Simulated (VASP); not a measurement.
Os, 2 atoms in the cell. Symmetry: P6_3/mmc, No. 194, hexagonal system. Conventional cell: a = 2.718 Å, b = 2.718 Å, c = 4.284 Å, α = 90.00°, β = 90.00°, γ = 120.00°. Within 3.5 Å of Os (site symmetry -6m2) lie 12 Os at 2.66 to 2.72 Å. 

| Item | Value |
| --- | --- |
| Program | VASP 6.6.1 |
| Task | single point |
| Functional | LDA |
| Potentials or basis | VASP PAW LDA potentials, release 64 (Os) |
| Cutoff | 520 eV |
| k mesh | 13 × 13 × 8 |
| Occupations | gaussian, width 0.01 eV |
| Spin | no spin polarisation |
| Dipole correction | no |
| Further INCAR settings | ALGO = Normal; EDIFF = 1e-07; NBANDS = 15 |

Potentials or basis: VASP PAW LDA potentials, release 64 (Os).

Command:

```console
$ cat potpaw_LDA.64/Os/POTCAR > POTCAR
$ mpirun -np 1 vasp_std > vasp.out
```

Hardware: 1 thread of Intel(R) Xeon(R) Platinum 8259CL CPU @ 2.50GHz (Skylake/Cascade Lake), with other jobs on the host.

Task: How long does it take, and how much memory?

Result: Wall time 28 s on 1 thread of Intel(R) Xeon(R) Platinum 8259CL CPU @ 2.50GHz (Skylake/Cascade Lake), with other jobs on the host, peak memory 0.15 GiB. Counts: scf iterations 12, k points 105.
